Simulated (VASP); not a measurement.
Runs of VASP 6.6.1 on Ba. The structure is that of space group Fd-3m (No. 227), or close to it. The cells are those of the table. This isn't the form of Ba at room conditions, which is bcc.

| task | cell | gap on the mesh (eV) | pressure (GPa) |
| --- | --- | --- | --- |
| relaxation of cell and atoms | relaxed from a = 6.138 Å, angles 60.0°, 2 atoms | none | 0.0 |
| relaxation of cell and atoms | relaxed to 20 GPa from a = 6.138 Å, angles 60.0°, 2 atoms | none | 20.0 |
| single point | a = 4.624 Å, angles 60.0°, 2 atoms | none | (a) |
| single point | a = 4.393 Å, angles 60.0°, 2 atoms | none | 46.7 |
| single point | a = 5.445 Å, angles 60.0°, 2 atoms | none | 0.4 |
| single point | a = 4.246 Å, angles 60.0°, 2 atoms | none | 70.3 |

Alike in all rows: level PBE; potentials or basis VASP PAW PBE potentials, release 64 (Ba_sv); no spin polarisation; k mesh 8 × 8 × 8; cutoff (eV) 500; smearing fermi-dirac 0.1 eV.

Estimate the missing entries.

(a) 23.6.

Caveats: spin-orbit coupling is left out, which moves the levels of the heavy elements; the cell stands under pressure (at least some runs); the cell is relaxed towards a set pressure, so the run minimises the enthalpy, not the energy (at least some runs).

A k mesh can miss the band edges, and the runs leave out spin-orbit coupling on Ba.

A gap of «none» marks levels without a gap at the run's occupations.
